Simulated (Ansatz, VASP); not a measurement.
# Mg2Be in VASP and in Ansatz

```
Mg Be
1.0
    -2.49601    2.49601    4.90071
     2.49601   -2.49601    4.90071
     2.49601    2.49601   -4.90071
Mg Be
4 2
Direct
  0.26361 0.26361 0.00000
  0.01361 0.51361 0.50000
  0.48639 0.98639 0.50000
  0.73639 0.73639 0.00000
  0.00000 0.00000 0.00000
  0.75000 0.25000 0.50000
```

Alike in both runs: task relaxation of cell and atoms; functional PBE; k mesh 10 × 10 × 10; occupations gaussian, width 0.1 eV; no spin polarisation.

|  | VASP | Ansatz |
| --- | --- | --- |
| version | VASP 6.6.1 | Ansatz 0.2.0 |
| potentials or method | VASP PAW PBE potentials, release 64 (Mg, Be), cutoff 600 eV | scalar-relativistic, plane waves, PAW |
| valence electrons in the cell | 12 | 44 |

Ansatz gave:

| Item | Value |
| --- | --- |
| gap on the k mesh at the Fermi level, each at its own relaxed structure (eV) | none |
| relaxed volume (Å³/atom) | 20.23 |
| relaxed cell length with the largest relative difference (Å) | 6.003 |

Task: Which values does VASP return?

Result: gap on the k mesh at the Fermi level, each at its own relaxed structure (eV): none; relaxed volume (Å³/atom): 20.20; relaxed cell length with the largest relative difference (Å): 5.999.

A gap of «none» marks a metal or a gap that the smearing closes. VASP's potentials hold 12 valence electrons a cell and Ansatz's 44, so a difference there can come from the potentials and not from the codes.
